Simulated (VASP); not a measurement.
GaN, 4 atoms in the cell. The structure is hexagonal, space group P6_3mc (No. 186). The conventional cell has a = 3.152 Å, b = 3.152 Å, c = 5.164 Å, α = 90.00°, β = 90.00°, γ = 120.00°. Ga (site symmetry 3m) has 4 N at 1.93 to 1.94 Å within 2.6 Å. N (site symmetry 3m) has 4 Ga at 1.93 to 1.94 Å within 2.6 Å. 

- Program: VASP 6.6.1
- Task: vibrations by perturbation theory
- Functional: LDA
- Potentials or basis: VASP PAW LDA potentials, release 64 (Ga_d, N)
- Cutoff: 520 eV
- k mesh: 8 × 8 × 5
- Occupations: gaussian, width 0.01 eV
- Spin: no spin polarisation
- Dipole correction: no
- Further INCAR settings: ALGO = Normal; EDIFF = 1e-08; IBRION = 8; NSW = 1

Potentials or basis: VASP PAW LDA potentials, release 64 (Ga_d, N).

The run is started by

```console
$ cat potpaw_LDA.64/Ga_d/POTCAR potpaw_LDA.64/N/POTCAR > POTCAR
$ mpirun -np 1 vasp_std > vasp.out
```

Hardware: 1 thread of Intel(R) Xeon(R) 6975P-C (Granite Rapids), on a shared host.

Task: How long does it take, and how much memory?

Result: Run time: 6.2 min on 1 thread of Intel(R) Xeon(R) 6975P-C (Granite Rapids) (shared host), peak memory 0.43 GiB. Counts: scf iterations 221, k points 30.
